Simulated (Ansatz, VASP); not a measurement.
# One calculation of Hf, two programs

File INCAR:

```
SYSTEM = Hf
PREC     = Accurate       ! precision mode
ENCUT    = 400            ! plane-wave cutoff, eV
EDIFF    = 1E-8           ! SCF threshold, eV
ISMEAR   = -1             ! smearing method
SIGMA    = 0.03           ! smearing width, eV
LREAL    = .False.        ! projectors in reciprocal space
LASPH    = .True.         ! aspherical terms in the spheres
NELM     = 120            ! most SCF steps
ALGO     = Normal         ! electronic algorithm
ISIF     = 2              ! what is computed and relaxed
LWAVE    = .False.        ! write WAVECAR
LCHARG   = .False.        ! write CHGCAR
GGA      = PE             ! functional
LEFG     = .True.       
NBANDS   = 11             ! bands
GGA_COMPAT= .False.
```

Contents of KPOINTS:

```
regular mesh
0
Gamma
  13 13 13
  0 0 0
```

Contents of POSCAR:

```
Hf
1.0
    0.0000000000      2.2125751954      2.2125751954
    2.2125751954      0.0000000000      2.2125751954
    2.2125751954      2.2125751954      0.0000000000
Hf
1
Direct
    0.0000000000      0.0000000000      0.0000000000
```

Input for Ansatz:

```yaml
crystal:
  lattice:
    - [0.0, 2.2125751954, 2.2125751954]
    - [2.2125751954, 0.0, 2.2125751954]
    - [2.2125751954, 2.2125751954, 0.0]
  atoms:
    - { symbol: Hf, position: [0.0, 0.0, 0.0] }
kpoints:
  mp_grid: { grid: [13, 13, 13] }
scf:
  occupations: { method: fermi_dirac, width: 0.03 }
hamiltonian:
  xc: pbe
  pseudopotentials: { kind: paw }
output:
  forces: true
  stress: true
  eigenvalues: true
  efg: { contact_densities: true }
```

Change from the starting cell: volume scaled by 0.99, PAW files.

Alike in both runs: task electric field gradients; functional PBE; k mesh 13 × 13 × 13; occupations fermi-dirac, width 0.03 eV; no spin polarisation.

|  | VASP | Ansatz |
| --- | --- | --- |
| version | VASP 6.6.1 | Ansatz 0.2.0 |
| potentials or method | VASP PAW PBE potentials, release 64 (Hf_pv) | PAW with Ansatz's default frozen-core files, scalar-relativistic |
| plane-wave cutoff (eV) | 400 | 420 |
| valence electrons in the cell | 10 | 26 |

Ansatz gave:

- pressure (GPa): 4.4

Problem. What did VASP give for the same quantities?

Solution. Pressure (GPa): 3.9.

VASP's potentials hold 10 valence electrons a cell and Ansatz's 26, so a difference there can come from the potentials and not from the codes.

Neither program's run includes spin-orbit coupling.
